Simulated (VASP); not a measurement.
# Ca (I4/mmm) in VASP: a series of runs

Runs on Ca. Level: LDA. Tasks: single point.

All numbers are computed with VASP 6.6.1; they aren't measurements. Logs are shortened: lines on timing, memory, paths and dates and some standing lists are left out, and cuts for length are marked.

### 1 The cell of the first run

It takes space group I4/mmm (No. 139, tetragonal). The conventional cell has a = 3.952 Å, b = 3.952 Å, c = 5.141 Å, α = 90.00°, β = 90.00°, γ = 90.00°. Within 5.0 Å of Ca (site symmetry 4/mmm) lie 12 Ca at 3.80 to 3.95 Å.

### 2 Single point, LDA (strain +0.000 along x and y, -0.080 along z)

Input file INCAR:

```
SYSTEM = Ca
ALGO = Normal
EDIFF = 1E-6
ENCUT = 520
GGA = CA
ISIF = 2
ISMEAR = 0
LASPH = .TRUE.
LCHARG = .TRUE.
LELF = .TRUE.
LREAL = .FALSE.
LVHAR = .TRUE.
LWAVE = .FALSE.
NBANDS = 11
NELM = 60
PREC = Accurate
SIGMA = 0.15
```

Input file KPOINTS:

```
k-points
0
G
  14 14 14
  0 0 0
```

Input file POSCAR:

```
Ca
1.0
    0.0000000000      2.7942000000      2.5706640000
    2.7942000000      0.0000000000      2.5706640000
    2.7942000000      2.7942000000      0.0000000000
Ca
1
Direct
    0.0000000000      0.0000000000      0.0000000000
```

Potentials or basis: VASP PAW LDA potentials, release 64 (Ca_sv).

Launch:

```
cat potpaw_LDA.64/Ca_sv/POTCAR > POTCAR
mpirun -np 1 vasp_std > vasp.out
```

OUTCAR:

```text
SYSTEM = Ca
   EDIFF = 1E-6
   ENCUT = 520
   GGA = CA
   ISIF = 2
   ISMEAR = 0
   LASPH = .TRUE.
   LREAL = .FALSE.
   NELM = 60
   PREC = Accurate

 ion  position               nearest neighbor table
   1  0.000  0.000  0.000-

  LATTYP: Found a body centered tetragonal cell.
 ALAT       =     3.9515955360
 C/A-ratio  =     1.3010764774

  Lattice vectors:

 A1 = (   0.0000000000,  -2.7942000000,  -2.5706640000)
 A2 = (   0.0000000000,   2.7942000000,  -2.5706640000)
 A3 = (   2.7942000000,   0.0000000000,   2.5706640000)

Analysis of symmetry for initial positions (statically):
=====================================================================
 Subroutine PRICEL returns:
 Original cell was already a primitive cell.

 Routine SETGRP: Setting up the symmetry group for a
 body centered tetragonal supercell.

 Subroutine GETGRP returns: Found 16 space group operations
 (whereof 16 operations were pure point group operations)
 out of a pool of 16 trial point group operations.

The static configuration has the point symmetry D_4h.

Analysis of symmetry for dynamics (positions and initial velocities):
=====================================================================
 Subroutine PRICEL returns:
 Original cell was already a primitive cell.

 Routine SETGRP: Setting up the symmetry group for a
 body centered tetragonal supercell.

 Subroutine GETGRP returns: Found 16 space group operations
 (whereof 16 operations were pure point group operations)
 out of a pool of 16 trial point group operations.

The dynamic configuration has the point symmetry D_4h.

 Subroutine INISYM returns: Found 16 space group operations
 (whereof 16 operations are pure point group operations),
 and found     1 'primitive' translations

----------------------------------------------------------------------------------------

                                     Primitive cell

  volume of cell :      40.1412

  direct lattice vectors                    reciprocal lattice vectors
     0.000000000  2.794200000  2.570664000    -0.178942094  0.178942094  0.194502276
     2.794200000  0.000000000  2.570664000     0.178942094 -0.178942094  0.194502276
     2.794200000  2.794200000  0.000000000     0.178942094  0.178942094 -0.194502276

  length of vectors
     3.796823283  3.796823283  3.951595536     0.319173435  0.319173435  0.319173435

  position of ions in fractional coordinates (direct lattice)
     0.000000000  0.000000000  0.000000000

  ion indices of the primitive-cell ions
   primitive index   ion index
                 1           1

----------------------------------------------------------------------------------------

 KPOINTS: k-points

Automatic generation of k-mesh.
 Grid dimensions read from file:
 generate k-points for:   14   14   14

 Generating k-lattice:

  Cartesian coordinates                     Fractional coordinates (reciprocal lattice)
    -0.012781578  0.012781578  0.013893020     0.071428571  0.000000000  0.000000000
     0.012781578 -0.012781578  0.013893020     0.000000000  0.071428571  0.000000000
     0.012781578  0.012781578 -0.013893020    -0.000000000 -0.000000000  0.071428571

  Length of vectors
     0.022798103  0.022798103  0.022798103

  Shift w.r.t. Gamma in fractional coordinates (k-lattice)
     0.000000000  0.000000000  0.000000000

 Subroutine IBZKPT returns following result:
 ===========================================

 Found    244 irreducible k-points:

 Following reciprocal coordinates:
            Coordinates               Weight
  0.000000  0.000000  0.000000      1.000000
  0.071429  0.000000  0.000000      8.000000
  0.142857  0.000000  0.000000      8.000000
  0.214286  0.000000  0.000000      8.000000
  0.285714  0.000000  0.000000      8.000000
  0.357143  0.000000  0.000000      8.000000
[... 16 lines left out ...]
  0.214286  0.142857  0.000000      8.000000
  0.285714  0.142857  0.000000      8.000000
 [... further k-points ...]
   k-points           NKPTS =    244   k-points in BZ     NKDIM =    244   number of bands    NBANDS=     11
   number of dos      NEDOS =    301   number of ions     NIONS =      1
   total plane-waves  NPLWV =  23520
   dimension x,y,z NGX =    28 NGY =   28 NGZ =   30
   dimension x,y,z NGXF=    56 NGYF=   56 NGZF=   60
   ions per type =               1
   NGX,Y,Z   is equivalent  to a cutoff of  12.26, 12.26, 12.62 a.u.
   NGXF,Y,Z  is equivalent  to a cutoff of  24.52, 24.52, 25.24 a.u.
 SYSTEM =  Ca
   PREC   = accura    normal or accurate (medium, high low for compatibility)
   ISTART =      0    job   : 0-new  1-cont  2-samecut
   ICHARG =      2    charge: 1-file 2-atom 10-const
   ISPIN  =      1    spin polarized calculation?
   LNONCOLLINEAR =      F non collinear calculations
   LSORBIT =      F    spin-orbit coupling
   LASPH  =      T    aspherical Exc in radial PAW
   ENCUT  =  520.0 eV  38.22 Ry    6.18 a.u.   7.06  7.06  7.35*2*pi/ulx,y,z
   NELM   =     60;   NELMIN=  2; NELMDL= -5     # of ELM steps
   EDIFF  = 0.1E-05   stopping-criterion for ELM
   LREAL  =      F    real-space projection
   EDIFFG = 0.1E-04   stopping-criterion for IOM
   NSW    =      0    number of steps for IOM
   IBRION =     -1    ionic relax: 0-MD 1-quasi-New 2-CG
   NFREE  =      0    steps in history (QN), initial steepest desc. (CG)
   ISIF   =      2    stress and relaxation
   ISYM   =      2    0-nonsym 1-usesym 2-fastsym
   POTIM  = 0.5000    time-step for ionic-motion
   TEBEG  =    0.0;   TEEND  =   0.0 temperature during run
   PSTRESS=    0.0 pullay stress
   NELECT =      10.0000    total number of electrons
   NUPDOWN=      -1.0000    fix difference up-down
   EMIN   =  10.00;   EMAX   =-10.00  energy-range for DOS
   EFERMI =   0.00;   METHOD = LEGACY
   ISMEAR =     0;   SIGMA  =   0.15  broadening in eV -4-tet -1-fermi 0-gaus
   EFERMI_NEDOS =   21; number of points for ismear=-14 and -15
   IALGO  =     38    algorithm
   IMIX   =      4    mixing-type and parameters
     AMIX     =   0.40;   BMIX     =  1.00
     AMIX_MAG =   1.60;   BMIX_MAG =  1.00
  volume/ion in A,a.u.               =      40.14       270.89
  Fermi-wavevector in a.u.,A,eV,Ry     =   1.030097  1.946601 14.437136  1.061100
  Thomas-Fermi vector in A             =   2.164178
   LORBIT       =      0    0 simple, 1 ext, 2 COOP (PROOUT), +10 PAW based schemes
   GGA     = CA    functional components
   LHFCALC =     F    Hartree Fock is set to
   AEXX    =    0.0000 exact exchange contribution
   IVDW    =     0    specifies the selected vdW correction
   LEPSILON=     F    determine dielectric tensor
   LRPA    =     F    only Hartree local field effects (RPA)
 non-spin polarized calculation
 Gauss-broadening in eV      SIGMA  =   0.15
  energy-cutoff  :      520.00
  volume of cell :       40.14
 maximum number of plane-waves:      1106
   NGX = 15   NGY = 15   NGZ = 15

 number of electron      10.0000001 magnetization

 Free energy of the ion-electron system (eV)
  ---------------------------------------------------
  ext. energy  EPLUGINS =         0.00000000
  ---------------------------------------------------
  free energy    TOTEN  =        -2.20393914 eV

  energy without entropy =       -2.18871227  energy(sigma->0) =       -2.19632570

 E-fermi :   1.9916     XC(G=0):  -8.1271

 val. band max:        1.9878164351   @ k =  -0.3571   0.1429   0.2857
 cond. band min:       1.9917368137   @ k =   0.5000   0.0000   0.0714
 fundamental gap:      0.0039203787
 Fermi energy:         1.9916165365

 k-point     1 :       0.0000    0.0000    0.0000
  band No.  band energies     occupation
      1     -39.4683      2.00000
      2     -20.6720      2.00000
      3     -20.6720      2.00000
      4     -20.6633      2.00000
      5      -2.1245      2.00000
      6       4.1575      0.00000
      7       4.1575      0.00000
      8       4.5279      0.00000
      9       5.1231      0.00000
     10       5.5926      0.00000
     11      11.4714      0.00000

 k-point     2 :       0.0714    0.0000    0.0000
  band No.  band energies     occupation
      1     -39.4674      2.00000
      2     -20.6789      2.00000
      3     -20.6737      2.00000
      4     -20.6659      2.00000
      5      -2.0325      2.00000
      6       4.1075      0.00000
      7       4.1896      0.00000
      8       4.5180      0.00000
      9       5.1031      0.00000
     10       5.5543      0.00000
     11      11.5838      0.00000

 k-point     3 :       0.1429    0.0000    0.0000
  band No.  band energies     occupation
      1     -39.4648      2.00000
      2     -20.7025      2.00000
      3     -20.6785      2.00000
      4     -20.6688      2.00000
      5      -1.7618      2.00000
      6       3.9024      0.00000
      7       4.2500      0.00000
      8       4.5538      0.00000
      9       5.0904      0.00000
     10       5.4717      0.00000
     11      11.4294      0.00000

 k-point     4 :       0.2143    0.0000    0.0000
  band No.  band energies     occupation
      1     -39.4611      2.00000
      2     -20.7376      2.00000
      3     -20.6853      2.00000
      4     -20.6717      2.00000
      5      -1.3281      2.00000
      6       3.5608      0.00000
      7       4.2445      0.00000
      8       4.6127      0.00000
      9       5.2015      0.00000
     10       5.4362      0.00000
     11      10.2810      0.00000
[... 239 lines left out ...]
 k-point    22 :       0.1429    0.1429    0.0000
  band No.  band energies     occupation
      1     -39.4629      2.00000
      2     -20.6970      2.00000
      3     -20.6871      2.00000
      4     -20.6871      2.00000
      5      -1.5889      2.00000
      6       3.9721      0.00000
      7       4.3261      0.00000
      8       4.3261      0.00000
      9       5.2050      0.00000
     10       5.2900      0.00000
     11      11.9842      0.00000

 k-point    23 :       0.2143    0.1429    0.0000
  band No.  band energies     occupation
      1     -39.4598      2.00000
      2     -20.7242      2.00000
      3     -20.6948      2.00000
      4     -20.6884      2.00000
      5      -1.2467      2.00000
      6       3.6606      0.00000
      7       4.3989      0.00000
      8       4.4582      0.00000
      9       5.0262      0.00000
     10       5.3994      0.00000
     11      11.1120      0.00000

 k-point    24 :       0.2857    0.1429    0.0000
  band No.  band energies     occupation
      1     -39.4560      2.00000
      2     -20.7591      2.00000
      3     -20.7029      2.00000
      4     -20.6899      2.00000
      5      -0.7575      2.00000
      6       3.2937      0.00000
      7       4.3942      0.00000
      8       4.4451      0.00000
      9       5.0646      0.00000
     10       5.6142      0.00000
     11       9.8899      0.00000

 [... further k-points ...]

------------------------ aborting loop because EDIFF is reached ----------------------------------------

  FORCE on cell =-STRESS in cart. coord.  units (eV):
  Direction    XX          YY          ZZ          XY          YZ          ZX
  --------------------------------------------------------------------------------------
  -------------------------------------------------------------------------------------
  Total       -0.2759942     -0.2759942     -0.1820817      0.0000000      0.0000000      0.0000000
  in kB      -11.0159057    -11.0159057     -7.2675274      0.0000000      0.0000000      0.0000000
  external PRESSURE =      -9.7664463 kB  Pullay stress =       0.0000000 kB

 VOLUME and BASIS-vectors are now :
 -----------------------------------------------------------------------------
  energy-cutoff  :      520.00
  volume of cell :       40.14
      direct lattice vectors                 reciprocal lattice vectors
     0.000000000  2.794200000  2.570664000    -0.178942094  0.178942094  0.194502276
     2.794200000  0.000000000  2.570664000     0.178942094 -0.178942094  0.194502276
     2.794200000  2.794200000  0.000000000     0.178942094  0.178942094 -0.194502276

 POSITION                                       TOTAL-FORCE (eV/Angst)
 -----------------------------------------------------------------------------------
      0.00000      0.00000      0.00000         0.000000      0.000000     -0.000000
 -----------------------------------------------------------------------------------
    total drift:                               -0.000000     -0.000000     -0.000000

  FREE ENERGIE OF THE ION-ELECTRON SYSTEM (eV)
  ---------------------------------------------------
  free  energy   TOTEN  =        -2.2039391375 eV

  energy  without entropy=       -2.1887122688  energy(sigma->0) =       -2.19632570
```

It took 61 s on 1 thread of Intel Xeon 6975P-C, shared host; peak memory 0.22 GiB.

What came out:

```yaml
Free_energy: -2.2039 eV
Pressure: -1.0 GPa
Band_gap_on_the_k_mesh: zero (band 5 reaches 2.13 eV, above the bottom of band 6 at 1.93 eV)
```

Stress tensor (GPa, compression positive):
```
-1.10  0.00  0.00
 0.00 -1.10  0.00
 0.00  0.00 -0.73
```

Caveat: the cell differs from its parent crystal (strain +0.000 along x and y, -0.080 along z).

### 3 Single point, LDA (strain +0.080 along x and y, -0.080 along z)

Input file INCAR:

```
PREC = Accurate
ENCUT = 520
EDIFF = 1E-7
ISMEAR = 0
SIGMA = 0.15
LREAL = F
LASPH = T
NELM = 80
ALGO = Normal
ISIF = 2
LWAVE = F
LCHARG = F
NBANDS = 11
```

Input file KPOINTS:

```
regular mesh
0
Gamma
  14 14 14
```

Input file POSCAR:

```
Ca
1.0
    0.0000000000      3.0177360000      2.5706640000
    3.0177360000      0.0000000000      2.5706640000
    3.0177360000      3.0177360000      0.0000000000
Ca
1
Direct
    0.0000000000      0.0000000000      0.0000000000
```

Potentials or basis: VASP PAW LDA potentials, release 64 (Ca_sv).

Launch:

```
cat potpaw_LDA.64/Ca_sv/POTCAR > POTCAR
mpirun -np 1 vasp_std > vasp.out
```

Wall time 99 s (1 thread of Intel Xeon 6975P-C, shared host); peak memory 0.24 GiB.

It converged, with:

- Free energy: -2.1151 eV
- Pressure: -2.9 GPa
- Band gap on the k mesh: zero (band 5 reaches 1.61 eV, above the bottom of band 6 at 1.27 eV)

Stress tensor (GPa, compression positive):
```
-2.98  0.00  0.00
 0.00 -2.98  0.00
 0.00  0.00 -2.63
```

Levels at points of the mesh, in eV from the Fermi level:
```csv
k point,band 2,band 3,band 4,band 5,band 6,band 7,band 8,band 9
"(0.00, 0.00, 0.00)",-23.05,-23.05,-23.04,-3.85,1.93,1.93,2.50,2.55
"(0.50, 0.00, 0.00)",-23.15,-23.07,-23.05,-0.98,-0.14,1.58,2.39,3.38
"(0.50, 0.50, 0.00)",-23.13,-23.10,-23.10,-0.11,0.33,1.90,3.59,3.74
"(0.50, 0.00, 0.50)",-23.14,-23.08,-23.06,-0.61,0.39,0.72,3.39,3.48
```

Caveat: the cell differs from its parent crystal (strain +0.080 along x and y, -0.080 along z).
